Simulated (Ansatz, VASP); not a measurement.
## GaP: VASP beside Ansatz

```
CELL_PARAMETERS angstrom
0.00000 2.55854 2.55854
2.55854 0.00000 2.55854
2.55854 2.55854 0.00000
ATOMIC_POSITIONS crystal
Ga 0.00000 0.00000 0.00000
P 0.50000 0.50000 0.50000
```

Alike in both runs: task single point; functional PBE-based screened hybrid; k mesh 4 × 4 × 4; occupations fermi-dirac, width 0.02 eV; no spin polarisation.

|  | VASP | Ansatz |
| --- | --- | --- |
| version | VASP 6.6.1 | Ansatz 0.2.0 |
| potentials or method | VASP PAW PBE potentials, release 64 (Ga_d, P) | plane waves |
| plane-wave cutoff (eV) | 520 | 420 |
| valence electrons in the cell | 18 | 18 |

```tsv
	VASP	Ansatz	Ansatz less VASP
pressure (GPa)	1.8	1.8	-0.04
```

VASP's potentials were made for PBE, not for PBE-based screened hybrid. Ansatz's warnings: filled band counts differ across k points, stress exchange threshold loose, stress scf threshold loose.

The k mesh is coarse, so the values compare programs but aren't converged.
